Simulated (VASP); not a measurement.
# Au (Im-3m) in VASP: single point with PBE

Aim: the single point of Au with PBE.

Everything below comes from runs of VASP 6.6.1. Logs are shortened: lines on timing, memory, paths and dates and some standing lists are left out, and cuts for length are marked.

## 1. The cell of the first run

Symmetry: Im-3m, No. 229, cubic system. The conventional cell has a = 3.303 Å, b = 3.303 Å, c = 3.303 Å, α = 90.00°, β = 90.00°, γ = 90.00°. Within 3.8 Å of Au (site symmetry m-3m) lie 14 Au at 2.86 to 3.30 Å.

## 2. Single point, PBE

File INCAR:

```
SYSTEM = Au
PREC     = Accurate       ! precision mode
ENCUT    = 500            ! plane-wave cutoff, eV
EDIFF    = 1E-6           ! SCF threshold, eV
ISMEAR   = -1             ! smearing method
SIGMA    = 0.1            ! smearing width, eV
LREAL    = .False.        ! projectors in reciprocal space
LASPH    = .True.         ! aspherical terms in the spheres
NELM     = 120            ! most SCF steps
ALGO     = Normal         ! electronic algorithm
ISIF     = 2              ! what is computed and relaxed
LWAVE    = .False.        ! write WAVECAR
LCHARG   = .False.        ! write CHGCAR
GGA      = PE             ! functional
NBANDS   = 42             ! bands
GGA_COMPAT= .False.
```

File KPOINTS:

```
Automatic mesh
0
Gamma
  14 9 5
  0 0 0
```

File POSCAR:

```
Au
1.0
   -1.6514092496      1.6514092496      1.6514092496
    0.0000000000     -3.3028184992      3.3028184992
    6.6056369984      3.3028184992      3.3028184992
Au
6
Direct
    0.0000000000      0.0000000000      0.0000000000
    0.6666666670      0.5000000000      0.1666666670
    0.3333333330      0.0000000000      0.3333333330
    0.0000000000      0.5000000000      0.5000000000
    0.6666666670      0.0000000000      0.6666666670
    0.3333333330      0.5000000000      0.8333333330
```

Potentials or basis: VASP PAW PBE potentials, release 64 (Au).

Command:

```console
cat potpaw_PBE.64/Au/POTCAR > POTCAR
mpirun -np 1 vasp_std > vasp.out
```

OUTCAR:

```text
SYSTEM = Au
   PREC = Accurate
   ENCUT = 500
   EDIFF = 1E-6
   ISMEAR = -1
   LREAL = .False.
   LASPH = .True.
   NELM = 120
   ISIF = 2
   GGA = PE

 ion  position               nearest neighbor table
   1  0.000  0.000  0.000-   3 2.86   5 2.86   2 2.86   6 2.86   2 2.86   6 2.86   5 3.30   3 3.30
                             2 3.30   2 3.30   6 3.30   6 3.30
   2  0.667  0.500  0.167-   4 2.86   3 2.86   3 2.86   1 2.86   1 2.86   6 2.86   3 3.30   3 3.30
                             4 3.30   1 3.30   1 3.30   6 3.30
   3  0.333  0.000  0.333-   1 2.86   2 2.86   2 2.86   4 2.86   4 2.86   5 2.86   2 3.30   2 3.30
                             1 3.30   4 3.30   4 3.30   5 3.30
   4  0.000  0.500  0.500-   2 2.86   6 2.86   5 2.86   3 2.86   3 2.86   5 2.86   2 3.30   6 3.30
                             5 3.30   3 3.30   5 3.30   3 3.30
   5  0.667  0.000  0.667-   1 2.86   6 2.86   6 2.86   4 2.86   4 2.86   3 2.86   6 3.30   6 3.30
                             1 3.30   4 3.30   4 3.30   3 3.30
   6  0.333  0.500  0.833-   4 2.86   5 2.86   5 2.86   1 2.86   1 2.86   2 2.86   5 3.30   5 3.30
                             4 3.30   1 3.30   1 3.30   2 3.30

  LATTYP: Found a simple orthorhombic cell.
 ALAT       =     2.8603247244
 B/A-ratio  =     1.6329931619
 C/A-ratio  =     2.8284271247

  Lattice vectors:

 A1 = (  -1.6514092496,   1.6514092496,   1.6514092496)
 A2 = (   0.0000000000,  -3.3028184992,   3.3028184992)
 A3 = (   6.6056369984,   3.3028184992,   3.3028184992)

Analysis of symmetry for initial positions (statically):
=====================================================================
 Subroutine PRICEL returns following result:

  LATTYP: Found a body centered cubic cell.
 ALAT       =     3.3028184959

  Lattice vectors:

 A1 = (  -1.6514092546,   1.6514092446,   1.6514092446)
 A2 = (   1.6514092513,  -1.6514092479,   1.6514092513)
 A3 = (   1.6514092513,   1.6514092513,  -1.6514092479)

   6 primitive cells build up your supercell.

 Routine SETGRP: Setting up the symmetry group for a
 simple orthorhombic supercell.

 Subroutine GETGRP returns: Found  4 space group operations
 (whereof  4 operations were pure point group operations)
 out of a pool of  8 trial point group operations.

The static configuration has the point symmetry C_2h.

Analysis of symmetry for dynamics (positions and initial velocities):
=====================================================================
 Subroutine PRICEL returns following result:

  LATTYP: Found a body centered cubic cell.
[... 113 lines left out ...]
   ENCUT  =  500.0 eV  36.75 Ry    6.06 a.u.   5.22  8.52 14.75*2*pi/ulx,y,z
   NELM   =    120;   NELMIN=  2; NELMDL= -5     # of ELM steps
   EDIFF  = 0.1E-05   stopping-criterion for ELM
   LREAL  =      F    real-space projection
   EDIFFG = 0.1E-04   stopping-criterion for IOM
   NSW    =      0    number of steps for IOM
   IBRION =     -1    ionic relax: 0-MD 1-quasi-New 2-CG
   NFREE  =      0    steps in history (QN), initial steepest desc. (CG)
   ISIF   =      2    stress and relaxation
   ISYM   =      2    0-nonsym 1-usesym 2-fastsym
   POTIM  = 0.5000    time-step for ionic-motion
   TEBEG  =    0.0;   TEEND  =   0.0 temperature during run
   PSTRESS=    0.0 pullay stress
   NELECT =      66.0000    total number of electrons
   NUPDOWN=      -1.0000    fix difference up-down
   EMIN   =  10.00;   EMAX   =-10.00  energy-range for DOS
   EFERMI =   0.00;   METHOD = LEGACY
   ISMEAR =    -1;   SIGMA  =   0.10  broadening in eV -4-tet -1-fermi 0-gaus
   EFERMI_NEDOS =   21; number of points for ismear=-14 and -15
   IALGO  =     38    algorithm
   IMIX   =      4    mixing-type and parameters
     AMIX     =   0.40;   BMIX     =  1.00
     AMIX_MAG =   1.60;   BMIX_MAG =  1.00
  volume/ion in A,a.u.               =      18.01       121.57
  Fermi-wavevector in a.u.,A,eV,Ry     =   1.388879  2.624600 26.245425  1.928984
  Thomas-Fermi vector in A             =   2.512963
   LORBIT       =      0    0 simple, 1 ext, 2 COOP (PROOUT), +10 PAW based schemes
   GGA     = PE    functional components
   LHFCALC =     F    Hartree Fock is set to
   AEXX    =    0.0000 exact exchange contribution
   IVDW    =     0    specifies the selected vdW correction
   LEPSILON=     F    determine dielectric tensor
   LRPA    =     F    only Hartree local field effects (RPA)
 non-spin polarized calculation
  energy-cutoff  :      500.00
  volume of cell :      108.09
 maximum number of plane-waves:      2779
 NGX is ok and might be reduce to    24
   NGX = 11   NGY = 17   NGZ = 29

 number of electron      65.9999995 magnetization

 Free energy of the ion-electron system (eV)
  ---------------------------------------------------
  ext. energy  EPLUGINS =         0.00000000
  ---------------------------------------------------
  free energy    TOTEN  =       -19.22961506 eV

  energy without entropy =      -19.17283435  energy(sigma->0) =      -19.20122471

 E-fermi :   8.5861     XC(G=0): -12.3884

 val. band max:        8.5808403564   @ k =   0.3571   0.3333   0.4000
 cond. band min:       8.5897427756   @ k =   0.0714  -0.2222  -0.4000
 fundamental gap:      0.0089024192
 Fermi energy:         8.5861115837

 k-point     1 :       0.0000    0.0000    0.0000
  band No.  band energies     occupation
      1      -0.6960      2.00000
      2       1.6840      2.00000
      3       1.6840      2.00000
      4       1.8221      2.00000
      5       2.7379      2.00000
      6       2.7379      2.00000
[... 1069 lines left out ...]
     41      14.7148      0.00000
     42      14.7148      0.00000

 [... further k-points ...]
[... 5 lines left out ...]
  --------------------------------------------------------------------------------------
  -------------------------------------------------------------------------------------
  Total        0.0301549     -0.1630616     -0.1630616      0.2490452     -0.1295083      0.2490451
  in kB        0.4469850     -2.4170568     -2.4170568      3.6915886     -1.9196977      3.6915880
  external PRESSURE =      -1.4623762 kB  Pullay stress =       0.0000000 kB

 VOLUME and BASIS-vectors are now :
 -----------------------------------------------------------------------------
  energy-cutoff  :      500.00
  volume of cell :      108.09
      direct lattice vectors                 reciprocal lattice vectors
    -1.651409250  1.651409250  1.651409250    -0.201847806  0.201847806  0.201847806
     0.000000000 -3.302818499  3.302818499     0.000000000 -0.151385854  0.151385854
     6.605636998  3.302818499  3.302818499     0.100923903  0.050461951  0.050461951

 POSITION                                       TOTAL-FORCE (eV/Angst)
 -----------------------------------------------------------------------------------
      0.00000      0.00000      0.00000        -0.000000      0.000000     -0.000000
      0.00000      0.00000      3.30282        -0.000000     -0.000000      0.000000
      1.65141      1.65141      1.65141         0.000000      0.000000     -0.000000
      3.30282      0.00000      3.30282         0.000000      0.000000     -0.000000
      3.30282      3.30282      3.30282        -0.000000     -0.000000      0.000000
      4.95423      1.65141      4.95423         0.000000     -0.000000      0.000000
 -----------------------------------------------------------------------------------
    total drift:                               -0.000000     -0.000000     -0.000000

  FREE ENERGIE OF THE ION-ELECTRON SYSTEM (eV)
  ---------------------------------------------------
  free  energy   TOTEN  =       -19.2296150623 eV

  energy  without entropy=      -19.1728343536  energy(sigma->0) =      -19.20122471
```

OSZICAR:

```text
N       E                     dE             d eps       ncg     rms          rms(c)
DAV:   1     0.433427949449E+03    0.43343E+03   -0.33068E+04 15152   0.147E+03
DAV:   2    -0.815524477707E+01   -0.44158E+03   -0.41764E+03 16164   0.333E+02
DAV:   3    -0.207508811949E+02   -0.12596E+02   -0.12320E+02 16958   0.541E+01
DAV:   4    -0.208708006826E+02   -0.11992E+00   -0.11968E+00 16312   0.525E+00
DAV:   5    -0.208718060725E+02   -0.10054E-02   -0.10052E-02 16634   0.538E-01    0.188E+01
DAV:   6    -0.193316209959E+02    0.15402E+01   -0.38633E+00 15530   0.117E+01    0.124E+01
DAV:   7    -0.192415680416E+02    0.90053E-01   -0.40390E-01 16370   0.363E+00    0.521E+00
DAV:   8    -0.192296404292E+02    0.11928E-01   -0.36947E-02 15536   0.107E+00    0.605E-01
DAV:   9    -0.192295600434E+02    0.80386E-04   -0.16097E-04 16490   0.724E-02    0.431E-02
DAV:  10    -0.192296152959E+02   -0.55253E-04   -0.26696E-05 15790   0.364E-02    0.590E-03
DAV:  11    -0.192296150623E+02    0.23364E-06   -0.11911E-06  9642   0.589E-03
   1 F= -.19229615E+02 E0= -.19201225E+02  d E =-.567807E-01
```

stdout:

```text
POSCAR found type information on POSCAR Au
 POSCAR found :  1 types and       6 ions
 scaLAPACK will be used
 LDA part: xc-table for (Slater+PW92), standard interpolation
 POSCAR, INCAR and KPOINTS ok, starting setup
 FFT: planning ... GRIDC
 FFT: planning ... GRID_SOFT
 FFT: planning ... GRID
 WAVECAR not read
 entering main loop
```

It took 12 min on 1 thread of AMD EPYC 7R13, shared host; peak memory 0.57 GiB.

What came out:

| Quantity | Value |
| --- | --- |
| Free energy | -19.2296 eV |
| Pressure | -0.1 GPa |
| Band gap on the k mesh | zero (band 33 reaches 10.65 eV, above the bottom of band 34 at 6.19 eV) |

Caveat: spin-orbit coupling is left out, which moves the levels of the heavy elements.
